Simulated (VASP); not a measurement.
**As: single point with BLYP**

Crystal: As.

```
As
1.0
     5.58162    0.00000    0.00000
     0.00000    5.58162    0.00000
     0.00000    0.00000    5.58162
As
8
Direct
  0.00000 0.00000 0.00000
  0.50000 0.50000 0.50000
  0.25000 0.00000 0.50000
  0.75000 0.00000 0.50000
  0.50000 0.25000 0.00000
  0.50000 0.75000 0.00000
  0.00000 0.50000 0.25000
  0.00000 0.50000 0.75000
```

- Program: VASP 6.6.1
- Task: single point
- Functional: BLYP
- Potentials or basis: VASP PAW PBE potentials, release 64 (As)
- Cutoff: 520 eV
- k mesh: 6 × 6 × 6
- Occupations: fermi-dirac, width 0.1 eV
- Spin: no spin polarisation
- Dipole correction: no
- Further INCAR settings: ALGO = Normal; EDIFF = 1e-06; NBANDS = 30

- Pressure: 0.2 GPa
- Band gap on the k mesh: zero (bands 20 and 21 overlap by 0.44 eV)

Levels at points of the mesh, in eV from the Fermi level:
```tsv
k point	band 18	band 19	band 20	band 21	band 22	band 23
(0.00, 0.00, 0.00)	-1.46	-1.46	-1.46	0.83	0.83	0.83
(0.50, 0.00, 0.00)	-1.15	-0.56	-0.56	0.12	0.12	0.92
(0.50, 0.50, 0.00)	-1.28	-0.56	-0.11	-0.01	0.52	1.02
(0.50, 0.50, 0.50)	0.12	0.12	0.12	0.12	0.12	0.19
```

Run time: 2.3 min on 1 thread of Intel(R) Xeon(R) Platinum 8375C CPU @ 2.90GHz (Ice Lake), with other jobs on the host, peak memory 0.28 GiB.

Caveat: the PAW data sets were made with another functional, which shifts forces and pressure a little.
